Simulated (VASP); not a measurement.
# Al in VASP: settings compared, part 2 of 2

VASP 6.6.1.

### 3 Single point, RPBE+D4

This run uses another cell than the first one, of 15.60 Å³/atom.

Contents of INCAR:

```
ALGO     = Fast           # electronic algorithm
EDIFF    = 1E-7           # SCF threshold, eV
ENCUT    = 520            # plane-wave cutoff, eV
GGA      = RP             # functional
ISIF     = 2              # what is computed and relaxed
ISMEAR   = -1             # smearing method
IVDW     = 13             # dispersion correction
LASPH    = T              # aspherical terms in the spheres
LCHARG   = F              # write CHGCAR
LREAL    = F              # projectors in reciprocal space
LWAVE    = F              # write WAVECAR
NBANDS   = 8              # bands
NELM     = 60             # most SCF steps
PREC     = Accurate       # precision mode
SIGMA    = 0.05           # smearing width, eV
```

Contents of KPOINTS:

```
k-points
0
Gamma
  11 11 11
```

Contents of POSCAR:

```
Al
1.0
   -0.0137277688      1.9899244254      1.9898469830
    1.9761851664      0.0000636448      1.9761980602
    1.9771590057      1.9763889964     -0.0009068136
Al
1
Direct
    0.0000000000      0.0000000000      0.0000000000
```

Potentials or basis: VASP PAW PBE potentials, release 64 (Al).

Run with:

```console
> cat potpaw_PBE.64/Al/POTCAR > POTCAR
> mpirun -np 1 vasp_std > vasp.out
```

It took 28 s on 1 thread of Intel Xeon 6975P-C (Granite Rapids), shared host; peak memory 0.19 GiB.

Results (log left out):

```
Free energy                : -4.1895 eV
Pressure                   : -0.2 GPa
Band gap on the k mesh     : zero (an odd number of electrons rules out a gap without spin polarisation)
Dispersion energy per atom : -0.694 eV
```

Levels at points of the mesh, in eV from the Fermi level:
| k point | band 1 | band 2 | band 3 | band 4 |
| --- | --- | --- | --- | --- |
| (0.00, 0.00, 0.00) | -11.52 | 12.69 | 13.02 | 13.04 |

Caveat: the PAW data sets were made with another functional, which shifts forces and pressure a little.

### 4 Relaxation of cell and atoms, RPBE+D4

This run uses another cell than the first one, of 16.57 Å³/atom.

Contents of INCAR:

```
SYSTEM = Al
PREC = Accurate ; ENCUT = 600
EDIFF = 1E-7 ; ISMEAR = -1
SIGMA = 0.05 ; LREAL = .False.
LASPH = .True. ; NELM = 100
ALGO = Fast ; ISIF = 3
LWAVE = .False. ; LCHARG = .False.
GGA = RP ; IVDW = 13
IBRION = 2 ; NSW = 60
EDIFFG = -0.01
```

Contents of KPOINTS:

```
Automatic mesh
0
Gamma
  11 11 11
  0 0 0
```

Contents of POSCAR:

```
Al
1.0
   -0.0204552100      1.9706540500      2.0438328400
    2.0026569100      0.0099662700      2.0134113600
    2.0592944800      1.9968701300     -0.0466712900
Al
1
Direct
    0.0000000000      0.0000000000      0.0000000000
```

Run with:

```console
> cat potpaw_PBE.64/Al/POTCAR > POTCAR
> mpirun -np 1 vasp_std > vasp.out
```

Wall time 1.8 min (1 thread of Intel Xeon 6975P-C (Granite Rapids), shared host); peak memory 0.22 GiB.

It converged, with:

```yaml
Free_energy: -4.1896 eV
Relaxed_volume: 15.57 Å³/atom
Relaxed_cell: a = 2.805 Å, b = 2.807 Å, c = 2.793 Å, α = 59.98°, β = 60.09°, γ = 60.10°
Space_group_after_relaxing_to_0.1_Å: Fm-3m (No. 225)
Energy_gained_by_relaxing: 21.6 meV/atom
Ionic_steps: 15
Pressure_after_relaxing: 0.0 GPa
Band_gap_on_the_k_mesh: zero (an odd number of electrons rules out a gap without spin polarisation)
Dispersion_energy_per_atom: -0.696 eV
```

Stress tensor (GPa, compression positive):
```
-0.03 -0.04 -0.06
-0.04  0.08 -0.03
-0.06 -0.03 -0.08
```

The path:
| step | energy change (eV) | largest force (eV/Å) | pressure (GPa) | volume (Å³) |
| --- | --- | --- | --- | --- |
| 1 | 0.0000 | 0.0000 | -4.84 | 16.57 |
| 2 | -0.0192 | 0.0000 | 1.09 | 15.40 |
| 3 | -0.0195 | 0.0000 | 0.41 | 15.51 |
| 4 | -0.0211 | 0.0000 | 0.30 | 15.52 |
| 5 | -0.0214 | 0.0000 | 0.26 | 15.52 |
| 6 | -0.0214 | 0.0000 | 0.25 | 15.52 |
| 7 | -0.0214 | 0.0000 | 0.24 | 15.52 |
| 8 | -0.0214 | 0.0000 | 0.23 | 15.53 |
| 9 | -0.0213 | 0.0000 | 0.22 | 15.53 |
| 10 | -0.0214 | 0.0000 | 0.23 | 15.53 |
| 11 | -0.0214 | 0.0000 | 0.22 | 15.53 |
| 12 | -0.0215 | 0.0000 | 0.23 | 15.53 |
| 13 | -0.0216 | 0.0000 | -0.15 | 15.59 |
| 14 | -0.0216 | 0.0000 | -0.15 | 15.59 |
| 15 | -0.0216 | 0.0000 | -0.01 | 15.57 |

Final structure:
```
CELL_PARAMETERS angstrom
-0.00444 1.98136 1.98548
1.98425 -0.00397 1.98499
1.97738 1.97265 0.00327
ATOMIC_POSITIONS crystal
Al 0.00000 0.00000 0.00000
```

Levels at points of the mesh, in eV from the Fermi level:
```csv
k point,band 1,band 2,band 3,band 4,band 5
"(0.00, 0.00, 0.00)",-11.54,12.84,12.91,13.05,14.89
```

Caveat: the PAW data sets were made with another functional, which shifts forces and pressure a little.

### 5 Relaxation of cell and atoms, revPBE+D3(BJ)

This run uses another cell than the first one, of 16.57 Å³/atom.

Contents of INCAR:

```
SYSTEM = Al
ALGO     = Fast           ! electronic algorithm
EDIFF    = 1E-7           ! SCF threshold, eV
EDIFFG   = -0.01          ! ionic threshold
ENCUT    = 600            ! plane-wave cutoff, eV
GGA      = RE             ! functional
IBRION   = 2              ! ionic algorithm
ISIF     = 3              ! what is computed and relaxed
ISMEAR   = -1             ! smearing method
IVDW     = 12             ! dispersion correction
LASPH    = .True.         ! aspherical terms in the spheres
LCHARG   = .False.        ! write CHGCAR
LREAL    = .False.        ! projectors in reciprocal space
LWAVE    = .False.        ! write WAVECAR
NELM     = 60             ! most SCF steps
NSW      = 60             ! ionic steps
PREC     = Accurate       ! precision mode
SIGMA    = 0.05           ! smearing width, eV
```

Contents of KPOINTS:

```
k-points
0
Gamma
  11 11 11
  0 0 0
```

POSCAR is that of step 4.

Run with:

```console
> cat potpaw_PBE.64/Al/POTCAR > POTCAR
> mpirun -np 1 vasp_std > vasp.out
```

Run time: 1.7 min. Hardware: 1 thread of Intel Xeon 6975P-C (Granite Rapids), shared host; peak memory 0.22 GiB.

Results (log left out):

| Quantity | Value |
| --- | --- |
| Free energy | -4.2218 eV |
| Relaxed volume | 15.42 Å³/atom |
| Relaxed cell | a = 2.796 Å, b = 2.798 Å, c = 2.784 Å, α = 59.97°, β = 60.11°, γ = 60.10° |
| Space group after relaxing (to 0.1 Å) | Fm-3m (No. 225) |
| Energy gained by relaxing | 27.1 meV/atom |
| Ionic steps | 15 |
| Pressure after relaxing | 0.0 GPa |
| Band gap on the k mesh | zero (an odd number of electrons rules out a gap without spin polarisation) |
| Dispersion energy per atom | -0.686 eV |

Stress tensor (GPa, compression positive):
```
-0.04 -0.04 -0.07
-0.04  0.08 -0.03
-0.07 -0.03 -0.09
```

Step by step:
```csv
step,energy change (eV),largest force (eV/Å),pressure (GPa),volume (Å³)
1,0.0000,0.0000,-5.58,16.57
2,-0.0244,0.0000,1.30,15.22
3,-0.0248,0.0000,0.38,15.37
4,-0.0266,0.0000,0.29,15.37
5,-0.0268,0.0000,0.27,15.37
6,-0.0269,0.0000,0.27,15.37
7,-0.0269,0.0000,0.26,15.37
8,-0.0269,0.0000,0.26,15.37
9,-0.0268,0.0000,0.27,15.37
10,-0.0269,0.0000,0.26,15.37
11,-0.0269,0.0000,0.26,15.37
12,-0.0269,0.0000,0.26,15.37
13,-0.0270,0.0000,-0.16,15.44
14,-0.0270,0.0000,-0.14,15.44
15,-0.0271,0.0000,-0.02,15.42
```

Final structure:
```cif
data_structure
_symmetry_space_group_name_H-M 'P 1'
_symmetry_Int_Tables_number 1
_cell_length_a 2.7960
_cell_length_b 2.7976
_cell_length_c 2.7842
_cell_angle_alpha 59.970
_cell_angle_beta 60.108
_cell_angle_gamma 60.103
_cell_volume 15.42
loop_
_atom_site_label
_atom_site_type_symbol
_atom_site_fract_x
_atom_site_fract_y
_atom_site_fract_z
_atom_site_occupancy
Al1 Al 0.00000 0.00000 0.00000 1
```

Levels at points of the mesh, in eV from the Fermi level:
| k point | band 1 | band 2 | band 3 | band 4 | band 5 |
| --- | --- | --- | --- | --- | --- |
| (0.00, 0.00, 0.00) | -11.60 | 12.89 | 12.97 | 13.11 | 15.00 |

Caveat: the PAW data sets were made with another functional, which shifts forces and pressure a little.

### 6 Relaxation of cell and atoms, revPBE+D4

This run uses another cell than the first one, of 16.57 Å³/atom.

Contents of INCAR:

```
PREC = Accurate ; ENCUT = 600
EDIFF = 1E-6 ; ISMEAR = -1
SIGMA = 0.05 ; LREAL = F
LASPH = T ; NELM = 60
ALGO = Normal ; ISIF = 3
LWAVE = F ; LCHARG = F
GGA = RE ; IVDW = 13
IBRION = 2 ; NSW = 60
EDIFFG = -0.01
```

Contents of KPOINTS:

```
Automatic mesh
0
Gamma
  11 11 11
```

POSCAR is that of step 5.

Potentials or basis: VASP PAW PBE potentials, release 64 (Al).

Run with:

```console
> cat potpaw_PBE.64/Al/POTCAR > POTCAR
> mpirun -np 1 vasp_std > vasp.out
```

Wall time 74 s (1 thread of Intel Xeon 6975P-C (Granite Rapids), shared host); peak memory 0.19 GiB.

It converged, with:

| Item | Value |
| --- | --- |
| Free energy | -4.1404 eV |
| Relaxed volume | 15.64 Å³/atom |
| Relaxed cell | a = 2.810 Å, b = 2.810 Å, c = 2.797 Å, α = 59.98°, β = 60.10°, γ = 60.12° |
| Space group after relaxing (to 0.1 Å) | Fm-3m (No. 225) |
| Energy gained by relaxing | 19.4 meV/atom |
| Ionic steps | 13 |
| Pressure after relaxing | 0.0 GPa |
| Band gap on the k mesh | zero (an odd number of electrons rules out a gap without spin polarisation) |
| Dispersion energy per atom | -0.595 eV |

Stress tensor (GPa, compression positive):
```
-0.03 -0.05 -0.07
-0.05  0.07 -0.02
-0.07 -0.02 -0.09
```

Step by step:
| step | energy change (eV) | largest force (eV/Å) | pressure (GPa) | volume (Å³) |
| --- | --- | --- | --- | --- |
| 1 | 0.0000 | 0.0000 | -4.50 | 16.57 |
| 2 | -0.0171 | 0.0000 | 0.97 | 15.48 |
| 3 | -0.0172 | 0.0000 | 0.42 | 15.57 |
| 4 | -0.0189 | 0.0000 | 0.31 | 15.58 |
| 5 | -0.0191 | 0.0000 | 0.27 | 15.58 |
| 6 | -0.0192 | 0.0000 | 0.26 | 15.59 |
| 7 | -0.0192 | 0.0000 | 0.25 | 15.59 |
| 8 | -0.0192 | 0.0000 | 0.23 | 15.59 |
| 9 | -0.0192 | 0.0000 | 0.24 | 15.59 |
| 10 | -0.0192 | 0.0000 | 0.24 | 15.59 |
| 11 | -0.0194 | 0.0000 | -0.15 | 15.66 |
| 12 | -0.0194 | 0.0000 | -0.15 | 15.66 |
| 13 | -0.0194 | 0.0000 | -0.02 | 15.64 |

Final structure:
```
CELL_PARAMETERS angstrom
-0.00515 1.98489 1.98843
1.98660 -0.00404 1.98731
1.97974 1.97553 0.00320
ATOMIC_POSITIONS crystal
Al 0.00000 0.00000 0.00000
```

Levels at points of the mesh, in eV from the Fermi level:
```
           k point  band 1  band 2  band 3  band 4
(0.00, 0.00, 0.00)  -11.51   12.80   12.89   13.03
```

Caveat: the PAW data sets were made with another functional, which shifts forces and pressure a little.

### 7 Summary

| task | level | cell | cutoff (eV) | gap on the mesh (eV) | pressure (GPa) | relaxed volume (Å³/atom) |
| --- | --- | --- | --- | --- | --- | --- |
| single point | revPBE+D3(BJ) | a = 2.787, b = 2.787, c = 2.805 Å, angles 60.2, 60.2, 60.0°, 1 atom | 520 | none | -0.2 | - |
| single point | RPBE+D4 | a = 2.814, b = 2.795, c = 2.796 Å, angles 60.0, 60.2, 60.2°, 1 atom | 520 | none | -0.2 | - |
| relaxation of cell and atoms | RPBE+D4 | relaxed from a = 2.839, b = 2.840, c = 2.869 Å, angles 60.2, 62.2, 59.5°, 1 atom | 600 | none | 0.0 | 15.57 |
| relaxation of cell and atoms | revPBE+D3(BJ) | relaxed from a = 2.839, b = 2.840, c = 2.869 Å, angles 60.2, 62.2, 59.5°, 1 atom | 600 | none | 0.0 | 15.42 |
| relaxation of cell and atoms | revPBE+D4 | relaxed from a = 2.839, b = 2.840, c = 2.869 Å, angles 60.2, 62.2, 59.5°, 1 atom | 600 | none | 0.0 | 15.64 |

Alike in all rows: potentials or basis VASP PAW PBE potentials, release 64 (Al); no spin polarisation; k mesh 11 × 11 × 11; smearing fermi-dirac 0.05 eV.

Caveats: the PAW data sets were made with another functional, which shifts forces and pressure a little.

Total energies depend on the potentials used, so only differences within one code and one set of settings carry meaning.
